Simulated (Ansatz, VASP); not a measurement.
**One calculation of Te, two programs**

```
Te
1.0
     0.00000    3.36517    3.36517
     3.36517    0.00000    3.36517
     3.36517    3.36517    0.00000
Te
2
Direct
  0.50000 0.50000 0.50000
  0.75000 0.75000 0.75000
```

Alike in both runs: task relaxation of cell and atoms; functional PBEsol; k mesh 4 × 4 × 4; occupations gaussian, width 0.1 eV; no spin polarisation.

|  | VASP | Ansatz |
| --- | --- | --- |
| version | VASP 6.6.1 | Ansatz 0.2.0 |
| potentials or method | VASP PAW PBE potentials, release 64 (Te), cutoff 600 eV | scalar-relativistic, plane waves, PAW |
| valence electrons in the cell | 12 | 32 |

Ansatz gave:

- gap on the k mesh at the Fermi level, each at its own relaxed structure (eV): none
- relaxed volume (Å³/atom): 43.96
- relaxed length of the cell vector where the two differ most in proportion (Å): 4.991

Task: What did VASP give for the same quantities?

Result: gap on the k mesh at the Fermi level, each at its own relaxed structure (eV): none; relaxed volume (Å³/atom): 44.32; relaxed length of the cell vector where the two differ most in proportion (Å): 5.005.

VASP's potentials were made for PBE, not for PBEsol. A gap of «none» marks a metal or a gap that the smearing closes. VASP's potentials hold 12 valence electrons a cell and Ansatz's 32, so a difference there can come from the potentials and not from the codes.

The k mesh is coarse, so the values compare programs but aren't converged. Spin-orbit coupling is off throughout. Noted on VASP's run: the volume moved by over 15 % at a fixed basis, so the end points are rough.
